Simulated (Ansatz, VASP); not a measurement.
# One calculation of NaH, two programs

```
Na H
1.0
     0.00000    2.39751    2.39751
     2.39751    0.00000    2.39751
     2.39751    2.39751    0.00000
Na H
1 1
Cartesian
  0.0000 0.0000 0.0000
  2.3975 2.3975 2.3975
```

Alike in both runs: task single point; functional PBEsol; k mesh 6 × 6 × 6; no spin polarisation.

```csv
,VASP,Ansatz
version,VASP 6.6.1,Ansatz 0.2.0
potentials or method,"VASP PAW PBE potentials, release 64 (Na_pv, H)","plane waves, PAW"
plane-wave cutoff (eV),500,420
occupations,"gaussian, width 0.01 eV",fixed
valence electrons in the cell,8,10
```

Ansatz gave:

- gap on the k mesh at the Fermi level (eV): 3.65
- pressure (GPa): 0.0

Task: Estimate VASP's values.

Result: gap on the k mesh at the Fermi level (eV): 3.65; pressure (GPa): -0.1.

VASP's potentials were made for PBE, not for PBEsol. VASP's potentials hold 8 valence electrons a cell and Ansatz's 10, so a difference there can come from the potentials and not from the codes.
